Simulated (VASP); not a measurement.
# Si8C7 (a cell with a defect) in VASP: a series of runs

The runs below take Si8C7 (a cell with a defect) through single point, with PBE.

Everything below comes from runs of VASP 6.6.1. Logs are shortened: lines on timing, memory, paths and dates and some standing lists are left out, and cuts for length are marked.

### 1 The cell of the first run

The cell holds a defect, 15 atoms: a = 6.193 Å, b = 6.193 Å, c = 6.193 Å, α = 60.00°, β = 60.00°, γ = 60.00°.

### 2 Single point, PBE

Contents of INCAR:

```
SYSTEM = Si8C7
PREC = Accurate
ENCUT = 520
EDIFF = 1E-7
ISMEAR = 0
SIGMA = 0.05
LREAL = Auto
LASPH = .TRUE.
NELM = 100
ALGO = Normal
ISIF = 2
LWAVE = .FALSE.
LCHARG = .FALSE.
GGA = PE
NBANDS = 43
NELECT = 56.0
```

Contents of KPOINTS:

```
Automatic mesh
0
G
  6 6 6
  0 0 0
```

Contents of POSCAR:

```
Si8C7
1.0
   -4.3794502696     -4.3794502696      0.0000000000
    0.0000000000     -4.3794502696      4.3794502696
   -4.3794502696      0.0000000000      4.3794502696
Si C
8 7
Direct
    0.5000000000      0.5000000000      0.0000000000
    0.0000000000      0.5000000000      0.0000000000
    0.5000000000      0.0000000000      0.0000000000
    0.0000000000      0.0000000000      0.0000000000
    0.5000000000      0.5000000000      0.5000000000
    0.0000000000      0.5000000000      0.5000000000
    0.5000000000      0.0000000000      0.5000000000
    0.0000000000      0.0000000000      0.5000000000
    0.6875000000      0.3750000000      0.3750000000
    0.3750000000      0.8750000000      0.3750000000
    0.8750000000      0.8750000000      0.3750000000
    0.3750000000      0.3750000000      0.8750000000
    0.8750000000      0.3750000000      0.8750000000
    0.3750000000      0.8750000000      0.8750000000
    0.8750000000      0.8750000000      0.8750000000
```

Potentials or basis: VASP PAW PBE potentials, release 64 (Si, C).

Command:

```console
cat potpaw_PBE.64/Si/POTCAR potpaw_PBE.64/C/POTCAR > POTCAR
mpirun -np 1 vasp_std > vasp.out
```

OUTCAR:

```text
SYSTEM = Si8C7
   PREC = Accurate
   ENCUT = 520
   EDIFF = 1E-7
   ISMEAR = 0
   LREAL = Auto
   LASPH = .TRUE.
   NELM = 100
   ISIF = 2
   GGA = PE
   NELECT = 56.0

 ion  position               nearest neighbor table
   1  0.500  0.500  0.000-  12 1.90  13 1.90  14 1.90   2 3.10   3 3.10   5 3.10   5 3.10   6 3.10
                             7 3.10   3 3.10   4 3.10   7 3.10   2 3.10   4 3.10   6 3.10
   2  0.000  0.500  0.000-  13 1.90  12 1.90  15 1.90   9 2.22   4 3.10   6 3.10   1 3.10   5 3.10
                             6 3.10   8 3.10   3 3.10   4 3.10   8 3.10   1 3.10   3 3.10   5 3.10
   3  0.500  0.000  0.000-  14 1.90  12 1.90  10 1.90  15 1.90   4 3.10   7 3.10   1 3.10   5 3.10
                             7 3.10   8 3.10   1 3.10   2 3.10   5 3.10   2 3.10   4 3.10   8 3.10
   4  0.000  0.000  0.000-  15 1.90  13 1.90  14 1.90  11 1.90   3 3.10   8 3.10   2 3.10   6 3.10
                             7 3.10   8 3.10   1 3.10   2 3.10   6 3.10   1 3.10   3 3.10   7 3.10
   5  0.500  0.500  0.500-   9 1.16  10 1.90  12 1.90   1 3.10   6 3.10   7 3.10   1 3.10   2 3.10
                             3 3.10   3 3.10   7 3.10   8 3.10   2 3.10   6 3.10   8 3.10
   6  0.000  0.500  0.500-  11 1.90  13 1.90   8 3.10   2 3.10   5 3.10   1 3.10   2 3.10   4 3.10
                             4 3.10   7 3.10   8 3.10   1 3.10   5 3.10   7 3.10
   7  0.500  0.000  0.500-  10 1.90  11 1.90  14 1.90   3 3.10   5 3.10   8 3.10   1 3.10   3 3.10
                             4 3.10   1 3.10   5 3.10   6 3.10   4 3.10   6 3.10   8 3.10
   8  0.000  0.000  0.500-  11 1.90  10 1.90  15 1.90   9 2.22   6 3.10   7 3.10   4 3.10   2 3.10
                             3 3.10   4 3.10   2 3.10   5 3.10   6 3.10   3 3.10   5 3.10   7 3.10
   9  0.688  0.375  0.375-   5 1.16   2 2.22   8 2.22
  10  0.375  0.875  0.375-   7 1.90   5 1.90   3 1.90   8 1.90
  11  0.875  0.875  0.375-   8 1.90   6 1.90   7 1.90   4 1.90
  12  0.375  0.375  0.875-   1 1.90   2 1.90   3 1.90   5 1.90
  13  0.875  0.375  0.875-   2 1.90   1 1.90   4 1.90   6 1.90
  14  0.375  0.875  0.875-   3 1.90   1 1.90   4 1.90   7 1.90
  15  0.875  0.875  0.875-   4 1.90   3 1.90   2 1.90   8 1.90

 -----------------------------------------------------------------------------
|                                                                             |
|           W    W    AA    RRRRR   N    N  II  N    N   GGGG   !!!           |
|           W    W   A  A   R    R  NN   N  II  NN   N  G    G  !!!           |
|           W    W  A    A  R    R  N N  N  II  N N  N  G       !!!           |
|           W WW W  AAAAAA  RRRRR   N  N N  II  N  N N  G  GGG   !            |
|           WW  WW  A    A  R   R   N   NN  II  N   NN  G    G                |
|           W    W  A    A  R    R  N    N  II  N    N   GGGG   !!!           |
|                                                                             |
|     The distance between some ions is very small. Please check the          |
|     nearest-neighbor list in the OUTCAR file.                               |
|     I HOPE YOU KNOW WHAT YOU ARE DOING!                                     |
|                                                                             |
[... 193 lines left out ...]
   LRPA    =     F    only Hartree local field effects (RPA)
 non-spin polarized calculation
 Gauss-broadening in eV      SIGMA  =   0.05
  energy-cutoff  :      520.00
  volume of cell :      167.99
 maximum number of plane-waves:      4573
 NGX is ok and might be reduce to    48
   NGX = 23   NGY = 23   NGZ = 23

 number of electron      56.0000009 magnetization

 Free energy of the ion-electron system (eV)
  ---------------------------------------------------
  ext. energy  EPLUGINS =         0.00000000
  ---------------------------------------------------
  free energy    TOTEN  =      -121.17741564 eV

  energy without entropy =     -121.16900787  energy(sigma->0) =     -121.17321176

 E-fermi :   6.8982     XC(G=0): -10.7969

 val. band max:        6.8981833192   @ k =   0.0000   0.0000   0.0000
 cond. band min:       6.9034677256   @ k =   0.5000  -0.1667   0.1667
 fundamental gap:      0.0052844064
 Fermi energy:         6.8981856121

 k-point     1 :       0.0000    0.0000    0.0000
  band No.  band energies     occupation
      1      -7.3296      2.00000
      2      -4.5231      2.00000
      3      -4.2195      2.00000
      4      -4.0175      2.00000
      5      -3.4183      2.00000
      6      -2.9309      2.00000
[... 1021 lines left out ...]
     39      13.3641      0.00000
     40      13.8363      0.00000

 [... further k-points ...]

 [bands above 40 left out]

------------------------ aborting loop because EDIFF is reached ----------------------------------------

  FORCE on cell =-STRESS in cart. coord.  units (eV):
  Direction    XX          YY          ZZ          XY          YZ          ZX
  --------------------------------------------------------------------------------------
  -------------------------------------------------------------------------------------
  Total      -45.3241863    -45.3241863     26.2362331      5.0735780     16.2160059     16.2160061
  in kB     -432.2667243   -432.2667243    250.2207204     48.3878284    154.6556119    154.6556133
  external PRESSURE =    -204.7709094 kB  Pullay stress =       0.0000000 kB

 VOLUME and BASIS-vectors are now :
 -----------------------------------------------------------------------------
  energy-cutoff  :      520.00
  volume of cell :      167.99
      direct lattice vectors                 reciprocal lattice vectors
    -4.379450270 -4.379450270  0.000000000    -0.114169580 -0.114169580 -0.114169580
     0.000000000 -4.379450270  4.379450270     0.114169580 -0.114169580  0.114169580
    -4.379450270  0.000000000  4.379450270    -0.114169580  0.114169580  0.114169580

 POSITION                                       TOTAL-FORCE (eV/Angst)
 -----------------------------------------------------------------------------------
     -2.18973     -4.37945      2.18973         1.297091     -1.205695     -0.921076
      0.00000     -2.18973      2.18973         1.126898      0.521013      0.116007
     -2.18973     -2.18973      0.00000        -0.032098     -0.032098      0.103543
      0.00000      0.00000      0.00000        -0.011679     -0.011679      0.016040
     -4.37945     -4.37945      4.37945        16.118165     16.118165     67.224690
     -2.18973     -2.18973      4.37945        -0.026929     -0.026929      1.381070
     -4.37945     -2.18973      2.18973        -1.205695      1.297091     -0.921076
     -2.18973      0.00000      2.18973         0.521013      1.126898      0.116007
     -4.65317     -4.65317      3.28459       -18.720632    -18.720632    -67.762230
     -3.28459     -5.47431      5.47431         1.344513     -0.791425      1.098226
     -5.47431     -7.66404      5.47431         0.428316      0.057134     -1.028878
     -5.47431     -3.28459      5.47431        -0.791425      1.344513      1.098226
     -7.66404     -5.47431      5.47431         0.057134      0.428316     -1.028878
     -5.47431     -5.47431      7.66404        -0.062375     -0.062375      0.377114
     -7.66404     -7.66404      7.66404        -0.042298     -0.042298      0.131215
 -----------------------------------------------------------------------------------
    total drift:                               -0.000379     -0.000379     -0.000658

  FREE ENERGIE OF THE ION-ELECTRON SYSTEM (eV)
  ---------------------------------------------------
  free  energy   TOTEN  =      -121.1774156400 eV

  energy  without entropy=     -121.1690078724  energy(sigma->0) =     -121.17321176
```

OSZICAR:

```text
N       E                     dE             d eps       ncg     rms          rms(c)
DAV:   1     0.126470156233E+03    0.12647E+03   -0.24806E+04  5848   0.114E+03
DAV:   2    -0.120371711672E+03   -0.24684E+03   -0.23367E+03  7191   0.202E+02
DAV:   3    -0.138772230873E+03   -0.18401E+02   -0.18171E+02  7336   0.523E+01
DAV:   4    -0.139126965793E+03   -0.35473E+00   -0.35395E+00  7472   0.834E+00
DAV:   5    -0.139133550001E+03   -0.65842E-02   -0.65801E-02  7512   0.111E+00    0.266E+01
DAV:   6    -0.121278290738E+03    0.17855E+02   -0.62226E+01  6638   0.289E+01    0.118E+01
DAV:   7    -0.121493909122E+03   -0.21562E+00   -0.15699E+01  6632   0.128E+01    0.622E+00
DAV:   8    -0.121200198166E+03    0.29371E+00   -0.24619E+00  7293   0.569E+00    0.383E+00
DAV:   9    -0.121178158769E+03    0.22039E-01   -0.43294E-01  7056   0.246E+00    0.157E+00
DAV:  10    -0.121177564397E+03    0.59437E-03   -0.50744E-02  6975   0.969E-01    0.588E-01
DAV:  11    -0.121177242375E+03    0.32202E-03   -0.73897E-03  7352   0.334E-01    0.255E-01
DAV:  12    -0.121177402853E+03   -0.16048E-03   -0.15986E-03  7010   0.170E-01    0.713E-02
DAV:  13    -0.121177415571E+03   -0.12718E-04   -0.24817E-04  7416   0.730E-02    0.308E-02
DAV:  14    -0.121177415858E+03   -0.28743E-06   -0.36025E-05  6968   0.280E-02    0.153E-02
DAV:  15    -0.121177415699E+03    0.15912E-06   -0.94846E-06  7192   0.129E-02    0.383E-03
DAV:  16    -0.121177415701E+03   -0.22947E-08   -0.12811E-06  6864   0.471E-03    0.189E-03
DAV:  17    -0.121177415640E+03    0.61278E-07   -0.15950E-07  3712   0.187E-03
   1 F= -.12117742E+03 E0= -.12117321E+03  d E =-.840777E-02
```

stdout:

```text
POSCAR found type information on POSCAR SiC
 POSCAR found :  2 types and      15 ions
 scaLAPACK will be used
 LDA part: xc-table for (Slater+PW92), standard interpolation
 -----------------------------------------------------------------------------
|                                                                             |
|           W    W    AA    RRRRR   N    N  II  N    N   GGGG   !!!           |
|           W    W   A  A   R    R  NN   N  II  NN   N  G    G  !!!           |
|           W    W  A    A  R    R  N N  N  II  N N  N  G       !!!           |
|           W WW W  AAAAAA  RRRRR   N  N N  II  N  N N  G  GGG   !            |
|           WW  WW  A    A  R   R   N   NN  II  N   NN  G    G                |
|           W    W  A    A  R    R  N    N  II  N    N   GGGG   !!!           |
|                                                                             |
|     The distance between some ions is very small. Please check the          |
|     nearest-neighbor list in the OUTCAR file.                               |
|     I HOPE YOU KNOW WHAT YOU ARE DOING!                                     |
|                                                                             |
 -----------------------------------------------------------------------------

 POSCAR, INCAR and KPOINTS ok, starting setup
 FFT: planning ... GRIDC
 FFT: planning ... GRID_SOFT
 FFT: planning ... GRID
 WAVECAR not read
 entering main loop
 the old and the new charge density differ
 old charge density:    60.00000 new   56.00000
    0.266E+01
```

Run time: 14 min. Hardware: 1 thread of Intel Xeon Platinum 8488C (Sapphire Rapids), shared host; peak memory 0.48 GiB.

What came out:

```yaml
Free_energy: -121.1774 eV
Largest_force: 72.751 eV/Å
```

Forces in eV/Å, atoms in the order of the input:
```
Si    1.297  -1.206  -0.921
Si    1.127   0.521   0.116
Si   -0.032  -0.032   0.104
Si   -0.012  -0.012   0.016
Si   16.118  16.118  67.225
Si   -0.027  -0.027   1.381
Si   -1.206   1.297  -0.921
Si    0.521   1.127   0.116
C   -18.721 -18.721 -67.762
C     1.345  -0.791   1.098
C     0.428   0.057  -1.029
C    -0.791   1.345   1.098
C     0.057   0.428  -1.029
C    -0.062  -0.062   0.377
C    -0.042  -0.042   0.131
```

Levels at points of the mesh, in eV from the Fermi level:
| k point | band 26 | band 27 | band 28 | band 29 | band 30 | band 31 |
| --- | --- | --- | --- | --- | --- | --- |
| (0.00, 0.00, 0.00) | 0.00 | 0.03 | 0.32 | 0.47 | 1.79 | 2.88 |
| (0.50, 0.00, 0.00) | -0.71 | -0.68 | -0.39 | -0.09 | 1.52 | 2.29 |
| (0.00, 0.50, 0.00) | -0.92 | -0.34 | 0.14 | 0.16 | 0.53 | 2.27 |
| (0.50, 0.50, 0.50) | -0.78 | -0.63 | -0.05 | -0.02 | 0.75 | 2.90 |
| (0.50, 0.50, 0.00) | -0.81 | -0.74 | -0.49 | 0.40 | 1.29 | 1.74 |
| (0.00, 0.50, 0.50) | -0.65 | -0.58 | -0.57 | -0.18 | -0.13 | 2.58 |

Caveat: the cell carries a net charge on a neutralising background, which shifts energy and pressure; the cell differs from its parent crystal (atoms taken out, atom 9 moved 0.375 of the way to it and +0.000 Å across, host rigid); the cell is charged against a uniform background, so pressure and absolute levels hang on convention; atoms lie so close that the PAW spheres overlap strongly, which falsifies energies and pressures.

### 3 Single point, PBE

Contents of INCAR:

```
SYSTEM = Si8C7
PREC = Accurate
ENCUT = 520
EDIFF = 1E-6
ISMEAR = 0
SIGMA = 0.05
LREAL = Auto
LASPH = .True.
NELM = 80
ALGO = Normal
ISIF = 2
LWAVE = .False.
LCHARG = .False.
GGA = PE
NELECT = 56.0
NBANDS = 43
```

Contents of KPOINTS:

```
Automatic mesh
0
Gamma
  6 6 6
  0 0 0
```

POSCAR: that of step 2 with these lines changed.

```diff
@@ -16,3 +16,3 @@
     0.0000000000      0.0000000000      0.5000000000
-    0.6875000000      0.3750000000      0.3750000000
+    0.9375000000      0.3750000000      0.3750000000
     0.3750000000      0.8750000000      0.3750000000
```

Potentials or basis: VASP PAW PBE potentials, release 64 (Si, C).

Command:

```console
cat potpaw_PBE.64/Si/POTCAR potpaw_PBE.64/C/POTCAR > POTCAR
mpirun -np 1 vasp_std > vasp.out
```

Wall time 14 min (1 thread of Intel Xeon Platinum 8488C (Sapphire Rapids), shared host); peak memory 0.48 GiB.

Results (log left out):

```
Free energy   : -136.8533 eV
Largest force : 10.013 eV/Å
```

Forces in eV/Å, atoms in the order of the input:
```
Si   0.868 -1.276 -1.056
Si  -0.443  0.001  0.008
Si   0.196  0.196  0.234
Si  -0.161 -0.161  0.142
Si  -1.254 -1.254  0.699
Si  -2.915 -2.915  6.518
Si  -1.276  0.868 -1.056
Si   0.001 -0.443  0.008
C    5.720  5.720 -5.900
C    0.146 -0.180 -0.457
C    0.039 -0.784  0.448
C   -0.180  0.146 -0.457
C   -0.784  0.039  0.448
C    0.057  0.057  0.378
C   -0.015 -0.015  0.044
```

Levels at points of the mesh, in eV from the Fermi level:
| k point | band 24 | band 25 | band 26 | band 27 | band 28 | band 29 | band 30 | band 31 | band 32 | band 33 |
| --- | --- | --- | --- | --- | --- | --- | --- | --- | --- | --- |
| (0.00, 0.00, 0.00) | -0.18 | -0.17 | 0.07 | 0.42 | 0.48 | 0.56 | 2.59 | 2.80 | 3.30 | 4.10 |
| (0.50, 0.00, 0.00) | -1.25 | -1.01 | -0.58 | -0.56 | 0.00 | 0.29 | 0.99 | 3.51 | 3.65 | 4.82 |
| (0.00, 0.50, 0.00) | -1.29 | -1.07 | -0.71 | -0.41 | 0.26 | 0.27 | 0.79 | 3.42 | 3.93 | 4.66 |
| (0.50, 0.50, 0.50) | -1.18 | -0.91 | -0.52 | -0.51 | 0.18 | 0.20 | 0.84 | 3.53 | 3.66 | 4.98 |
| (0.50, 0.50, 0.00) | -0.89 | -0.68 | -0.63 | -0.54 | -0.30 | 0.00 | 0.65 | 2.94 | 3.17 | 5.12 |
| (0.00, 0.50, 0.50) | -0.99 | -0.77 | -0.63 | -0.34 | -0.32 | -0.16 | 0.45 | 3.18 | 3.32 | 5.27 |

Caveat: the cell carries a net charge on a neutralising background, which shifts energy and pressure; the cell differs from its parent crystal (atoms taken out, atom 9 moved -0.125 of the way to it and +0.000 Å across, host rigid); the cell is charged against a uniform background, so pressure and absolute levels hang on convention.

(Part 1 of 2 ends here.)
